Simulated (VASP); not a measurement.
Write the native input for VASP 6.6.1 that does the following.

```yaml
Task: single point
Functional: PBE
Potentials_or_basis: VASP PAW PBE potentials, release 64 (Sc_sv)
Cutoff: 520 eV
k_mesh: 13 × 13 × 7
Occupations: fermi-dirac, width 0.08 eV
Spin: no spin polarisation
Dipole_correction: no
Further_INCAR_settings: ALGO = Normal; EDIFF = 1e-06; NBANDS = 18
```

The structure of Sc lies in POSCAR:

```
Sc
1.0
    2.4831753787      0.0000000000      0.0000000000
   -1.2415876894      2.1504929600      0.0000000000
    0.0000000000      0.0000000000      4.1634771984
Sc
2
Direct
    0.3333333333      0.6666666667      0.2500000000
    0.6666666667      0.3333333333      0.7500000000
```

One way to write it, as run:

INCAR

```
PREC = Accurate
ENCUT = 520
EDIFF = 1E-6
ISMEAR = -1
SIGMA = 0.08
LREAL = F
LASPH = T
NELM = 100
ALGO = Normal
ISIF = 2
LWAVE = F
LCHARG = F
GGA = PE
NBANDS = 18
```

KPOINTS

```
regular mesh
0
Gamma
  13 13 7
```

Potentials or basis: VASP PAW PBE potentials, release 64 (Sc_sv).

The run is started by

```console
$ cat potpaw_PBE.64/Sc_sv/POTCAR > POTCAR
$ mpirun -np 1 vasp_std > vasp.out
```

Results of the run:

```
Pressure               : 131.5 GPa
Band gap on the k mesh : zero (band 11 reaches 11.71 eV, above the bottom of band 12 at 9.09 eV)
```

Wall time 20 s on 1 thread of Intel(R) Xeon(R) Platinum 8488C (Sapphire Rapids) (shared host), peak memory 0.14 GiB.
